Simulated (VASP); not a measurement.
# Al2Cu (vib) (P4/mmm) in VASP: vibrations by perturbation theory with LDA

Aim: the vibrations by perturbation theory of Al2Cu (vib) with LDA.

Everything below comes from runs of VASP 6.6.1. Logs are shortened: lines on timing, memory, paths and dates and some standing lists are left out, and cuts for length are marked.

### 1 The cell of the first run

The structure is tetragonal, space group P4/mmm (No. 123). The conventional cell has a = 4.053 Å, b = 4.053 Å, c = 2.811 Å, α = 90.00°, β = 90.00°, γ = 90.00°. Within 3.3 Å of Al (site symmetry mmm) lie 4 Cu at 2.47 Å and 6 Al at 2.81 to 2.87 Å. Within 3.3 Å of Cu (site symmetry 4/mmm) lie 8 Al at 2.47 Å and 2 Cu at 2.81 Å.

### 2 Vibrations by perturbation theory, LDA

The input, INCAR:

```
ALGO = Normal
EDIFF = 1E-8
ENCUT = 520
IBRION = 8
ISIF = 2
ISMEAR = -1
LASPH = T
LCHARG = F
LREAL = F
LWAVE = F
NBANDS = 16
NELM = 100
NSW = 1
PREC = Accurate
SIGMA = 0.15
```

The input, KPOINTS:

```
k-points
0
Gamma
  8 8 12
```

The input, POSCAR:

```
Al2Cu
1.0
    4.0534238704      0.0000000000      0.0000000000
    0.0000000000      4.0534238704      0.0000000000
    0.0000000000      0.0000000000      2.8111850165
Al Cu
2 1
Direct
    0.5000000000      0.0000000000      0.5000000000
    0.0000000000      0.5000000000      0.5000000000
    0.0000000000      0.0000000000      0.0000000000
```

Potentials or basis: VASP PAW LDA potentials, release 64 (Al, Cu).

Started as:

```console
> cat potpaw_LDA.64/Al/POTCAR potpaw_LDA.64/Cu/POTCAR > POTCAR
> mpirun -np 1 vasp_std > vasp.out
```

OUTCAR:

```text
EDIFF = 1E-8
   ENCUT = 520
   IBRION = 8
   ISIF = 2
   ISMEAR = -1
   LASPH = T
   LREAL = F
   NELM = 100
   NSW = 1
   PREC = Accurate

 ion  position               nearest neighbor table
   1  0.500  0.000  0.500-   3 2.47   3 2.47   3 2.47   3 2.47   2 2.87   2 2.87   2 2.87   2 2.87

   2  0.000  0.500  0.500-   3 2.47   3 2.47   3 2.47   3 2.47   1 2.87   1 2.87   1 2.87   1 2.87

   3  0.000  0.000  0.000-   1 2.47   2 2.47   1 2.47   2 2.47   2 2.47   2 2.47   1 2.47   1 2.47

  LATTYP: Found a simple tetragonal cell.
 ALAT       =     4.0534238704
 C/A-ratio  =     0.6935334439

  Lattice vectors:

 A1 = (   4.0534238704,   0.0000000000,   0.0000000000)
 A2 = (   0.0000000000,   4.0534238704,   0.0000000000)
 A3 = (   0.0000000000,   0.0000000000,   2.8111850165)

Analysis of symmetry for initial positions (statically):
=====================================================================
 Subroutine PRICEL returns:
 Original cell was already a primitive cell.

 Routine SETGRP: Setting up the symmetry group for a
 simple tetragonal supercell.

 Subroutine GETGRP returns: Found 16 space group operations
 (whereof 16 operations were pure point group operations)
 out of a pool of 16 trial point group operations.

The static configuration has the point symmetry D_4h.

Analysis of symmetry for dynamics (positions and initial velocities):
=====================================================================
 Subroutine PRICEL returns:
 Original cell was already a primitive cell.

 Routine SETGRP: Setting up the symmetry group for a
 simple tetragonal supercell.

 Subroutine GETGRP returns: Found 16 space group operations
 (whereof 16 operations were pure point group operations)
 out of a pool of 16 trial point group operations.

The dynamic configuration has the point symmetry D_4h.

 Subroutine INISYM returns: Found 16 space group operations
 (whereof 16 operations are pure point group operations),
 and found     1 'primitive' translations

----------------------------------------------------------------------------------------

                                     Primitive cell

  volume of cell :      46.1885

  direct lattice vectors                    reciprocal lattice vectors
     4.053423870  0.000000000  0.000000000     0.246705016  0.000000000  0.000000000
     0.000000000  4.053423870  0.000000000     0.000000000  0.246705016  0.000000000
     0.000000000  0.000000000  2.811185017     0.000000000  0.000000000  0.355721873

  length of vectors
     4.053423870  4.053423870  2.811185017     0.246705016  0.246705016  0.355721873

  position of ions in fractional coordinates (direct lattice)
     0.500000000  0.000000000  0.500000000
     0.000000000  0.500000000  0.500000000
     0.000000000  0.000000000  0.000000000

  ion indices of the primitive-cell ions
   primitive index   ion index
                 1           1
                 2           2
                 3           3

----------------------------------------------------------------------------------------

 KPOINTS: k-points

Automatic generation of k-mesh.
 Grid dimensions read from file:
 generate k-points for:    8    8   12

 Generating k-lattice:

  Cartesian coordinates                     Fractional coordinates (reciprocal lattice)
     0.030838127  0.000000000  0.000000000     0.125000000  0.000000000  0.000000000
[... 89 lines left out ...]
   LRPA    =     F    only Hartree local field effects (RPA)
 non-spin polarized calculation
  energy-cutoff  :      520.00
  volume of cell :       46.19
 maximum number of plane-waves:      1264
   NGX = 15   NGY = 15   NGZ = 11

--------------------------------------- Ionic step        1  -------------------------------------------

 number of electron      17.0000000 magnetization

 Free energy of the ion-electron system (eV)
  ---------------------------------------------------
  ext. energy  EPLUGINS =         0.00000000
  ---------------------------------------------------
  free energy    TOTEN  =       -13.26024480 eV

  energy without entropy =      -13.19757076  energy(sigma->0) =      -13.22890778

 E-fermi :   7.5079     XC(G=0): -10.8062

 val. band max:        7.4836771707   @ k =   0.0000   0.0000   0.0833
 cond. band min:       7.5667277453   @ k =   0.5000   0.5000   0.4167
 fundamental gap:      0.0830505746
 Fermi energy:         7.5078828943

 k-point     1 :       0.0000    0.0000    0.0000
  band No.  band energies     occupation
      1      -3.3663      2.00000
      2       1.7713      2.00000
      3       2.2747      2.00000
      4       2.9878      2.00000
      5       3.2228      2.00000
      6       3.2228      2.00000
[... 433 lines left out ...]
      3       2.2321      2.00000
      4       2.7299      2.00000
      5       2.9167      2.00000
      6       3.1152      2.00000
[... 8 lines left out ...]
     15      17.5252      0.00000
     16      19.9727      0.00000

 [... further k-points ...]
[... 5 lines left out ...]
  --------------------------------------------------------------------------------------
  -------------------------------------------------------------------------------------
  Total        0.0897607      0.0897607      0.0788918      0.0000000      0.0000000      0.0000000
  in kB        3.1136022      3.1136022      2.7365866      0.0000000      0.0000000      0.0000000
  external PRESSURE =       2.9879303 kB  Pullay stress =       0.0000000 kB

 VOLUME and BASIS-vectors are now :
 -----------------------------------------------------------------------------
  energy-cutoff  :      520.00
  volume of cell :       46.19
      direct lattice vectors                 reciprocal lattice vectors
     4.053423870  0.000000000  0.000000000     0.246705016  0.000000000  0.000000000
     0.000000000  4.053423870  0.000000000     0.000000000  0.246705016  0.000000000
     0.000000000  0.000000000  2.811185017     0.000000000  0.000000000  0.355721873

 POSITION                                       TOTAL-FORCE (eV/Angst)
 -----------------------------------------------------------------------------------
      2.02671      0.00000      1.40559         0.000000      0.000000      0.000000
      0.00000      2.02671      1.40559         0.000000      0.000000      0.000000
      0.00000      0.00000      0.00000         0.000000      0.000000      0.000000
 -----------------------------------------------------------------------------------
    total drift:                               -0.000000     -0.000000     -0.000000

  FREE ENERGIE OF THE ION-ELECTRON SYSTEM (eV)
  ---------------------------------------------------
  free  energy   TOTEN  =       -13.2602447974 eV

  energy  without entropy=      -13.1975707608  energy(sigma->0) =      -13.22890778

[... ionic steps 2 to 9 ...]

--------------------------------------- Ionic step       10  -------------------------------------------

------------------------ aborting loop because EDIFF is reached ----------------------------------------

[... ionic steps 11 to 11 ...]

--------------------------------------- Ionic step       12  -------------------------------------------

 Free energy of the ion-electron system (eV)
  ---------------------------------------------------
  ---------------------------------------------------
  free energy    TOTEN  =        -0.23831255 eV

  energy without entropy =       -0.23831255

------------------------ aborting loop because EDIFF is reached ----------------------------------------

 INTERNAL STRAIN TENSOR  FOR ION    3  DIRECTION 3   (eV/Angst):
 -----------------------------------------------------------------------------
     0.00476  0.00000  0.00000
     0.00000  0.00476  0.00000
     0.00000 -0.00000  0.05687

 INTERNAL STRAIN TENSOR FOR ION    3 for displacements in x,y,z  (eV/Angst):
          X           Y           Z          XY          YZ          ZX
  --------------------------------------------------------------------------------
  x     0.00000     0.00000     0.00000     0.00000     0.00000     0.00000
  y     0.00000     0.00000     0.00000     0.00000     0.00000     0.00000
  z     0.00000     0.00000     0.00000     0.00000     0.00000     0.00000

 SECOND DERIVATIVES (NOT SYMMETRIZED)
 ------------------------------------
               1X          1Y          1Z          2X          2Y          2Z          3X          3Y          3Z
  1X    -9.859470    0.000000    0.000000    2.449305    0.000000    0.000000    7.410165    0.000000    0.000000
  1Y     0.000000   -2.174546    0.000000    0.000000    2.446771    0.000000    0.000000   -0.272225    0.000000
  1Z     0.000000    0.000000   -3.276752    0.000000    0.000000    0.169641    0.000000    0.000000    3.107111
  2X     2.446771    0.000000    0.000000   -2.174546    0.000000    0.000000   -0.272225    0.000000    0.000000
  2Y     0.000000    2.449305    0.000000    0.000000   -9.859470    0.000000    0.000000    7.410165    0.000000
  2Z     0.000000    0.000000    0.169641    0.000000    0.000000   -3.276752    0.000000    0.000000    3.107111
  3X     7.393308    0.000000    0.000000   -0.298061    0.000000    0.000000   -7.095246    0.000000    0.000000
  3Y     0.000000   -0.298061    0.000000    0.000000    7.393308    0.000000    0.000000   -7.095246    0.000000
  3Z    -0.000000    0.000000    3.145610    0.000000   -0.000000    3.145610   -0.000000    0.000000   -6.291219

 Eigenvectors and eigenvalues of the dynamical matrix
 ----------------------------------------------------

   1 f  =   10.781766 THz    67.743833 2PiTHz  359.641000 cm-1    44.589781 meV
             X         Y         Z           dx          dy          dz
      2.026712  0.000000  1.405593    -0.876239   -0.000000    0.000000
      0.000000  2.026712  1.405593     0.208821    0.000000   -0.000000
      0.000000  0.000000  0.000000     0.434279   -0.000000    0.000000
[... 43 lines left out ...]
   9 f/i=    0.022209 THz     0.139545 2PiTHz    0.740822 cm-1     0.091850 meV
             X         Y         Z           dx          dy          dz
      2.026712  0.000000  1.405593     0.000000    0.000000   -0.480770
      0.000000  2.026712  1.405593    -0.000000    0.000000   -0.480770
      0.000000  0.000000  0.000000     0.000000    0.000000   -0.733294

--------------------------------------------------------------------------------------------------------

 ELASTIC MODULI CONTR FROM IONIC RELAXATION (kBar)
 Direction    XX          YY          ZZ          XY          YZ          ZX
 --------------------------------------------------------------------------------
 XX           0.0000      0.0000      0.0000      0.0000      0.0000      0.0000
 YY           0.0000      0.0000      0.0000      0.0000      0.0000      0.0000
 ZZ           0.0000      0.0000      0.0000      0.0000      0.0000      0.0000
 XY           0.0000      0.0000      0.0000      0.0000      0.0000      0.0000
 YZ           0.0000      0.0000      0.0000      0.0000      0.0000      0.0000
 ZX           0.0000      0.0000      0.0000      0.0000      0.0000      0.0000
 --------------------------------------------------------------------------------
```

Run time: 13 min. Hardware: 1 thread of AMD EPYC 7R13 (Zen 3), shared host; peak memory 0.42 GiB.

Results:

* Highest phonon frequency at Γ, LO-TO splitting left out: 360 cm⁻¹

Phonon frequencies in cm⁻¹ (negative: imaginary):
```csv
q point,frequencies
"(0.000, 0.000, 0.000)",-1 -1 -1 149 149 186 241 360 360
```
